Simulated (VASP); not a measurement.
The system is CdF2.

```
Cd F
1.0
     0.00000    2.69400    2.69400
     2.69400    0.00000    2.69400
     2.69400    2.69400    0.00000
Cd F
1 2
Direct
  0.00000 0.00000 0.00000
  0.75000 0.75000 0.75000
  0.25000 0.25000 0.25000
```

Base run:

* Program: VASP 6.6.1
* Functional: PBEsol
* Potentials or basis: VASP PAW PBE potentials, release 64 (Cd, F)
* Cutoff: 520 eV
* k mesh: 7 × 7 × 7
* Occupations: fermi-dirac, width 0.05 eV
* Spin: non-collinear spin, zero start, spin-orbit coupling
* Starting moments: [[0.0, 0.0, 0.0], [0.0, 0.0, 0.0], [0.0, 0.0, 0.0]] μB

Its results: pressure 0.5 GPa; net moment 0.00 μB per cell.

The run is repeated on the same cell with these changes: functional from PBEsol to PBE; further incar settings from ALGO = Normal; EDIFF = 1e-06; NBANDS = 39 to ALGO = Normal; EDIFF = 1e-07; NBANDS = 39. What comes out?

Pressure 6.2 GPa; net moment 0.00 μB per cell.

Caveats: the PAW data sets were made with another functional, which shifts forces and pressure a little (at least some runs); the cell stands under pressure (at least some runs).
